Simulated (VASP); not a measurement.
Wanted: the native input for a VASP 6.6.1 run.

| Property | Result |
| --- | --- |
| Task | single point |
| Functional | PBEsol |
| Potentials or basis | VASP PAW PBE potentials, release 64 (Tl_d) |
| Cutoff | 520 eV |
| k mesh | 18 × 18 × 10 |
| Occupations | gaussian, width 0.15 eV |
| Spin | no spin polarisation |
| Dipole correction | no |
| Further INCAR settings | ALGO = Fast; EDIFF = 1e-07; NBANDS = 20 |

The structure of Tl lies in POSCAR:

```
Tl
1.0
    3.5942382908      0.0000000000      0.0000000000
   -1.7971191454      3.1127016671      0.0000000000
    0.0000000000      0.0000000000      5.9670000000
Tl
2
Direct
    0.3333333333      0.6666666667      0.2500000000
    0.6666666667      0.3333333333      0.7500000000
```

This cell differs from its parent crystal: strain +0.040 along x and y, +0.080 along z.

One way to write it, as run:

INCAR

```
SYSTEM = Tl
PREC = Accurate
ENCUT = 520
EDIFF = 1E-7
ISMEAR = 0
SIGMA = 0.15
LREAL = .FALSE.
LASPH = .TRUE.
NELM = 60
ALGO = Fast
ISIF = 2
LWAVE = .FALSE.
LCHARG = .FALSE.
GGA = PS
NBANDS = 20
```

KPOINTS

```
regular mesh
0
G
  18 18 10
  0 0 0
```

Potentials or basis: VASP PAW PBE potentials, release 64 (Tl_d).

The run is started by

```sh
$ cat potpaw_PBE.64/Tl_d/POTCAR > POTCAR
$ mpirun -np 1 vasp_std > vasp.out
```

Results of the run:

- Pressure: -3.8 GPa
- Band gap on the k mesh: zero (bands 13 and 14 overlap by 4.42 eV)

Caveat: the cell differs from its parent crystal (strain +0.040 along x and y, +0.080 along z); the cell stands under tension; the PAW data sets were made with another functional, which shifts forces and pressure a little; spin-orbit coupling is left out, which moves the levels of the heavy elements.

It took 92 s on 1 thread of Intel(R) Xeon(R) 6975P-C (Granite Rapids) (shared host), peak memory 0.36 GiB.
